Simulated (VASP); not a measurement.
Crystal: Rb2PdO2.

```xyz
5
Lattice="0.0000 4.2763 0.0000 4.2763 0.0000 0.0000 2.1381 2.1381 -6.7470" Properties=species:S:1:pos:R:3 pbc="T T T"
Rb    2.1381    2.1381   -2.0902
Rb    4.2763    4.2763   -4.6568
O     2.1381    2.1381   -5.0292
O     4.2763    4.2763   -1.7178
Pd    0.0000    0.0000    0.0000
```

```yaml
Program: VASP 6.6.1
Task: relaxation of cell and atoms
Functional: PBE
Potentials_or_basis: VASP PAW PBE potentials, release 64 (Rb_sv, O, Pd)
Cutoff: 600 eV
k_mesh: 5 × 5 × 5
Occupations: fermi-dirac, width 0.1 eV
Spin: no spin polarisation
```

At the start: pressure 7.3 GPa; volume 24.68 Å³/atom.

Question: How do energy, volume and symmetry change on relaxing?

Answer: Over 15 steps the energy falls by 139.0 meV/atom; space group I4/mmm (No. 139, to 0.05 Å).

The path:
| step | energy change (eV) | largest force (eV/Å) | pressure (GPa) | volume (Å³) |
| --- | --- | --- | --- | --- |
| 1 | 0.0000 | 5.2362 | 7.25 | 123.38 |
| 2 | 1.1722 | 2.6407 | -6.29 | 143.26 |
| 3 | -0.6366 | 0.6578 | -2.08 | 129.48 |
| 4 | -0.6663 | 0.2184 | -1.30 | 128.59 |
| 5 | -0.6732 | 0.1685 | -0.64 | 127.90 |
| 6 | -0.6732 | 0.1372 | -0.72 | 127.99 |
| 7 | -0.6822 | 0.1175 | -0.48 | 126.36 |
| 8 | -0.6911 | 0.0736 | 0.11 | 122.89 |
| 9 | -0.6912 | 0.0700 | 0.16 | 122.61 |
| 10 | -0.6918 | 0.0707 | -0.06 | 122.85 |
| 11 | -0.6918 | 0.0612 | -0.04 | 122.83 |
| 12 | -0.6924 | 0.0555 | -0.03 | 122.89 |
| 13 | -0.6938 | 0.0377 | -0.01 | 123.06 |
| 14 | -0.6950 | 0.0044 | 0.06 | 123.40 |
| 15 | -0.6950 | 0.0068 | 0.06 | 123.42 |

Final structure:
```
Rb O Pd
1.0
     0.00000    4.24134    0.00000
     4.24134    0.00000    0.00000
     2.12067    2.12067   -6.86100
Rb O Pd
2 2 1
Direct
  0.34933 0.34933 0.30133
  0.65067 0.65067 0.69867
  0.13621 0.13621 0.72759
  0.86379 0.86379 0.27241
  0.00000 0.00000 0.00000
```
